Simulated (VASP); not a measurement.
# InP (Fm-3m) in VASP: further runs, part 3 of 3

VASP 6.6.1. Earlier steps stand in the parts before.

**6. Single point, LDA**

This run uses another cell than the first one, of 23.27 Å³/atom.

The input, POSCAR:

```
InP
1.0
    0.0000000000      2.8550000000      2.8550000000
    2.8550000000      0.0000000000      2.8550000000
    2.8550000000      2.8550000000      0.0000000000
In P
1 1
Direct
    0.0000000000      0.0000000000      0.0000000000
    0.5000000000      0.5000000000      0.5000000000
```

The input, INCAR.step1:

```
ALGO = Normal
EDIFF = 1E-6
ENCUT = 520
ISIF = 2
ISMEAR = -1
LASPH = T
LCHARG = T
LREAL = F
LWAVE = F
NBANDS = 16
NELM = 80
PREC = Accurate
SIGMA = 0.05
```

The input, KPOINTS.step1:

```
k-points
0
Gamma
  11 11 11
```

The input, INCAR.step2:

```
ALGO = Normal
EDIFF = 1E-6
ENCUT = 520
ICHARG = 11
ISIF = 2
ISMEAR = -5
LASPH = T
LCHARG = F
LORBIT = 11
LREAL = F
LWAVE = F
NBANDS = 16
NEDOS = 2001
NELM = 80
PREC = Accurate
SIGMA = 0.05
```

The input, KPOINTS.step2:

```
k-points
0
Gamma
  17 17 17
```

Potentials or basis: VASP PAW LDA potentials, release 64 (In_d, P).

The run is started by

```sh
$ cat potpaw_LDA.64/In_d/POTCAR potpaw_LDA.64/P/POTCAR > POTCAR
$ cp INCAR.step1 INCAR
$ cp KPOINTS.step1 KPOINTS
$ mpirun -np 1 vasp_std > vasp.out
$ cp INCAR.step2 INCAR
$ cp KPOINTS.step2 KPOINTS
$ mpirun -np 1 vasp_std > vasp.out
```

OUTCAR:

```text
EDIFF = 1E-6
   ENCUT = 520
   ICHARG = 11
   ISIF = 2
   ISMEAR = -5
   LASPH = T
   LORBIT = 11
   LREAL = F
   NELM = 80
   PREC = Accurate

 ion  position               nearest neighbor table
   1  0.000  0.000  0.000-   2 2.85   2 2.85   2 2.85   2 2.85   2 2.85   2 2.85
   2  0.500  0.500  0.500-   1 2.85   1 2.85   1 2.85   1 2.85   1 2.85   1 2.85

  LATTYP: Found a face centered cubic cell.
 ALAT       =     5.7100000000

  Lattice vectors:

 A1 = (   0.0000000000,   2.8550000000,   2.8550000000)
 A2 = (   2.8550000000,   0.0000000000,   2.8550000000)
 A3 = (   2.8550000000,   2.8550000000,   0.0000000000)

Analysis of symmetry for initial positions (statically):
=====================================================================
 Subroutine PRICEL returns:
 Original cell was already a primitive cell.

 Routine SETGRP: Setting up the symmetry group for a
 face centered cubic supercell.

 Subroutine GETGRP returns: Found 48 space group operations
 (whereof 48 operations were pure point group operations)
 out of a pool of 48 trial point group operations.

The static configuration has the point symmetry O_h .

Analysis of symmetry for dynamics (positions and initial velocities):
=====================================================================
 Subroutine PRICEL returns:
 Original cell was already a primitive cell.

 Routine SETGRP: Setting up the symmetry group for a
 face centered cubic supercell.

 Subroutine GETGRP returns: Found 48 space group operations
 (whereof 48 operations were pure point group operations)
 out of a pool of 48 trial point group operations.

The dynamic configuration has the point symmetry O_h .

 Subroutine INISYM returns: Found 48 space group operations
 (whereof 48 operations are pure point group operations),
 and found     1 'primitive' translations

----------------------------------------------------------------------------------------

                                     Primitive cell

  volume of cell :      46.5424

  direct lattice vectors                    reciprocal lattice vectors
     0.000000000  2.855000000  2.855000000    -0.175131349  0.175131349  0.175131349
     2.855000000  0.000000000  2.855000000     0.175131349 -0.175131349  0.175131349
     2.855000000  2.855000000  0.000000000     0.175131349  0.175131349 -0.175131349

  length of vectors
     4.037579721  4.037579721  4.037579721     0.303336394  0.303336394  0.303336394

  position of ions in fractional coordinates (direct lattice)
     0.000000000  0.000000000  0.000000000
     0.500000000  0.500000000  0.500000000

  ion indices of the primitive-cell ions
   primitive index   ion index
                 1           1
                 2           2

----------------------------------------------------------------------------------------

 KPOINTS: k-points

Automatic generation of k-mesh.
 Grid dimensions read from file:
 generate k-points for:   17   17   17

 Generating k-lattice:

  Cartesian coordinates                     Fractional coordinates (reciprocal lattice)
    -0.010301844  0.010301844  0.010301844     0.058823529  0.000000000  0.000000000
     0.010301844 -0.010301844  0.010301844     0.000000000  0.058823529  0.000000000
     0.010301844  0.010301844 -0.010301844     0.000000000  0.000000000  0.058823529

  Length of vectors
     0.017843317  0.017843317  0.017843317

  Shift w.r.t. Gamma in fractional coordinates (k-lattice)
     0.000000000  0.000000000  0.000000000

 TETIRR: Found    693 inequivalent tetrahedra from    29478

 Subroutine IBZKPT returns following result:
 ===========================================

 Found    165 irreducible k-points:

 Following reciprocal coordinates:
            Coordinates               Weight
  0.000000  0.000000  0.000000      1.000000
  0.058824  0.000000  0.000000      8.000000
  0.117647  0.000000  0.000000      8.000000
  0.176471  0.000000  0.000000      8.000000
  0.235294  0.000000  0.000000      8.000000
  0.294118  0.000000  0.000000      8.000000
[... 16 lines left out ...]
 -0.176471  0.058824  0.000000     24.000000
 -0.117647  0.058824  0.000000     24.000000
 [... further k-points ...]
   k-points           NKPTS =    165   k-points in BZ     NKDIM =    165   number of bands    NBANDS=     16
   number of dos      NEDOS =   2001   number of ions     NIONS =      2
   total plane-waves  NPLWV =  27000
   dimension x,y,z NGX =    30 NGY =   30 NGZ =   30
   dimension x,y,z NGXF=    60 NGYF=   60 NGZF=   60
   ions per type =               1   1
   NGX,Y,Z   is equivalent  to a cutoff of  12.35, 12.35, 12.35 a.u.
   NGXF,Y,Z  is equivalent  to a cutoff of  24.70, 24.70, 24.70 a.u.
 SYSTEM =  unknown system
   PREC   = accura    normal or accurate (medium, high low for compatibility)
   ISTART =      0    job   : 0-new  1-cont  2-samecut
   ICHARG =     11    charge: 1-file 2-atom 10-const
   ISPIN  =      1    spin polarized calculation?
   LNONCOLLINEAR =      F non collinear calculations
   LSORBIT =      F    spin-orbit coupling
   LASPH  =      T    aspherical Exc in radial PAW
   ENCUT  =  520.0 eV  38.22 Ry    6.18 a.u.   7.51  7.51  7.51*2*pi/ulx,y,z
   NELM   =     80;   NELMIN=  2; NELMDL=  0     # of ELM steps
   EDIFF  = 0.1E-05   stopping-criterion for ELM
   LREAL  =      F    real-space projection
   EDIFFG = 0.1E-04   stopping-criterion for IOM
   NSW    =      0    number of steps for IOM
   IBRION =     -1    ionic relax: 0-MD 1-quasi-New 2-CG
   NFREE  =      0    steps in history (QN), initial steepest desc. (CG)
   ISIF   =      2    stress and relaxation
   ISYM   =      2    0-nonsym 1-usesym 2-fastsym
   POTIM  = 0.5000    time-step for ionic-motion
   TEBEG  =    0.0;   TEEND  =   0.0 temperature during run
   PSTRESS=    0.0 pullay stress
   NELECT =      18.0000    total number of electrons
   NUPDOWN=      -1.0000    fix difference up-down
   EMIN   =  10.00;   EMAX   =-10.00  energy-range for DOS
   EFERMI =   0.00;   METHOD = LEGACY
   ISMEAR =    -5;   SIGMA  =   0.05  broadening in eV -4-tet -1-fermi 0-gaus
   EFERMI_NEDOS =   21; number of points for ismear=-14 and -15
   IALGO  =     38    algorithm
   IMIX   =      4    mixing-type and parameters
     AMIX     =   0.40;   BMIX     =  1.00
     AMIX_MAG =   1.60;   BMIX_MAG =  1.00
  volume/ion in A,a.u.               =      23.27       157.04
  Fermi-wavevector in a.u.,A,eV,Ry     =   1.192750  2.253971 19.356375  1.422653
  Thomas-Fermi vector in A             =   2.328781
   LORBIT       =     11    0 simple, 1 ext, 2 COOP (PROOUT), +10 PAW based schemes
   GGA     = CA    functional components
   LHFCALC =     F    Hartree Fock is set to
   AEXX    =    0.0000 exact exchange contribution
   IVDW    =     0    specifies the selected vdW correction
   LEPSILON=     F    determine dielectric tensor
   LRPA    =     F    only Hartree local field effects (RPA)
 non-spin polarized calculation
 Fermi weights with tetrahedron method with Bloechl corrections
  energy-cutoff  :      520.00
  volume of cell :       46.54
 maximum number of plane-waves:      1279
 NGX is ok and might be reduce to    30

 number of electron      17.9999993 magnetization

 Free energy of the ion-electron system (eV)
  ---------------------------------------------------
  ext. energy  EPLUGINS =         0.00000000
  ---------------------------------------------------
  free energy    TOTEN  =        -9.08149291 eV

  energy without entropy =       -9.08149291  energy(sigma->0) =       -9.08149291

 E-fermi :   5.7476     XC(G=0): -10.2286

 val. band max:        5.8682109130   @ k =   0.4118   0.0000   0.0000
 cond. band min:       5.5501775422   @ k =   0.0000   0.0000   0.0000
 fundamental gap:     -0.3180333708
 Fermi energy:         5.7476301210

 k-point     1 :       0.0000    0.0000    0.0000
  band No.  band energies     occupation
      1      -8.2880      2.00000
      2      -8.2880      2.00000
      3      -8.2658      2.00000
      4      -8.2658      2.00000
      5      -8.2658      2.00000
      6      -5.5995      2.00000
[... 8 lines left out ...]
     15      13.5154      0.00000
     16      13.5154      0.00000
[... 419 lines left out ...]
 k-point    24 :      -0.1176    0.0588    0.0000
  band No.  band energies     occupation
      1      -8.2980      2.00000
      2      -8.2927      2.00000
      3      -8.2664      2.00000
      4      -8.2577      2.00000
      5      -8.2526      2.00000
      6      -5.3545      2.00000
[... 8 lines left out ...]
     15      13.9703      0.00000
     16      14.0625      0.00000

 [... further k-points ...]
[... 5 lines left out ...]
  --------------------------------------------------------------------------------------
  -------------------------------------------------------------------------------------
  Total       -2.9888112     -2.9888112     -2.9888112     -0.0000000      0.0000000     -0.0000000
  in kB     -102.8870526   -102.8870526   -102.8870526     -0.0000000      0.0000000     -0.0000000
  external PRESSURE =    -102.8870526 kB  Pullay stress =       0.0000000 kB

 VOLUME and BASIS-vectors are now :
 -----------------------------------------------------------------------------
  energy-cutoff  :      520.00
  volume of cell :       46.54
      direct lattice vectors                 reciprocal lattice vectors
     0.000000000  2.855000000  2.855000000    -0.175131349  0.175131349  0.175131349
     2.855000000  0.000000000  2.855000000     0.175131349 -0.175131349  0.175131349
     2.855000000  2.855000000  0.000000000     0.175131349  0.175131349 -0.175131349

 POSITION                                       TOTAL-FORCE (eV/Angst)
 -----------------------------------------------------------------------------------
      0.00000      0.00000      0.00000        -0.000000      0.000000     -0.000000
      2.85500      2.85500      2.85500         0.000000     -0.000000      0.000000
 -----------------------------------------------------------------------------------
    total drift:                               -0.000000      0.000000      0.000000

  FREE ENERGIE OF THE ION-ELECTRON SYSTEM (eV)
  ---------------------------------------------------
  free  energy   TOTEN  =        -9.0814929117 eV

  energy  without entropy=       -9.0814929117  energy(sigma->0) =       -9.08149291

 total charge

# of ion       s       p       d       tot
------------------------------------------
    1        0.871   0.533   9.878  11.282
    2        1.086   1.342   0.000   2.428
--------------------------------------------------
tot          1.958   1.874   9.878  13.710
```

It took 3 min on 1 thread of Intel Xeon 8259CL, shared host; peak memory 0.23 GiB.

Results:

```
Valence electrons inside the program's atomic spheres : In 11.28; P 2.43
```

Caveat: spin-orbit coupling is left out, which moves the levels of the heavy elements; tetrahedron occupations give inexact forces and stress in metals.

**7. The runs side by side**

```tsv
task	cell	k mesh for the DOS	occupations for the DOS	gap on the mesh (eV)	pressure (GPa)
electric field gradients	a = 3.983 Å, angles 60.0°, 2 atoms	-	-	none	-7.9
electric field gradients	a = 4.010 Å, angles 60.0°, 2 atoms	-	-	none	-8.8
electric field gradients	a = 4.038 Å, angles 60.0°, 2 atoms	-	-	none	-9.7
single point	a = 4.038 Å, angles 60.0°, 2 atoms	17 × 17 × 17	tetrahedron	-	-
```

Alike in all rows: level LDA; potentials or basis VASP PAW LDA potentials, release 64 (In_d, P); no spin polarisation; k mesh 11 × 11 × 11; cutoff (eV) 520; smearing fermi-dirac 0.05 eV.

Caveats: spin-orbit coupling is left out, which moves the levels of the heavy elements; the cell stands under tension (at least some runs); tetrahedron occupations give inexact forces and stress in metals (at least some runs).

Total energies depend on the potentials used, so only differences within one code and one set of settings carry meaning.
